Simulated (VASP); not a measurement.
Input of a VASP 6.6.1 run:

Contents of POSCAR:

```
MgO
1.0
    0.0000000000      2.1135000000      2.1135000000
    2.1135000000      0.0000000000      2.1135000000
    2.1135000000      2.1135000000      0.0000000000
Mg O
1 1
Direct
    0.0000000000      0.0000000000      0.0000000000
    0.5000000000      0.5000000000      0.5000000000
```

INCAR.step1

```
PREC = Accurate ; ENCUT = 750
ISMEAR = 0 ; SIGMA = 0.1
LREAL = F ; LASPH = T
NELM = 120 ; NBANDS = 15
GGA = PE ; ALGO = Normal
EDIFF = 1E-5 ; LWAVE = T
LCHARG = F ; GGA_COMPAT = F
```

File INCAR.step2:

```
PREC = Accurate ; ENCUT = 750
EDIFF = 1E-6 ; ISMEAR = 0
SIGMA = 0.1 ; LREAL = F
LASPH = T ; NELM = 120
ALGO = Normal ; ISIF = 2
LWAVE = F ; LCHARG = T
METAGGA = R2SCAN ; LMIXTAU = T
LELF = T ; LVHAR = T
NBANDS = 15 ; ISTART = 1
GGA_COMPAT = F
```

File KPOINTS:

```
regular mesh
0
Gamma
  9 9 9
```

Potentials or basis: VASP PAW PBE potentials, release 64 (Mg_sv, O).

Command:

```console
$ cat potpaw_PBE.64/Mg_sv/POTCAR potpaw_PBE.64/O/POTCAR > POTCAR
$ cp INCAR.step1 INCAR
$ mpirun -np 1 vasp_std > vasp.out
$ cp INCAR.step2 INCAR
$ mpirun -np 1 vasp_std > vasp.out
```

Q: Estimate the band gap on the k mesh.

A: 5.54 eV.

Q: Estimate the pressure.

A: -2.5 GPa.

Caveat: the PAW data sets were made with another functional, which shifts forces and pressure a little. r2SCAN opens gaps a little over a GGA but as a rule still falls short of measured ones.
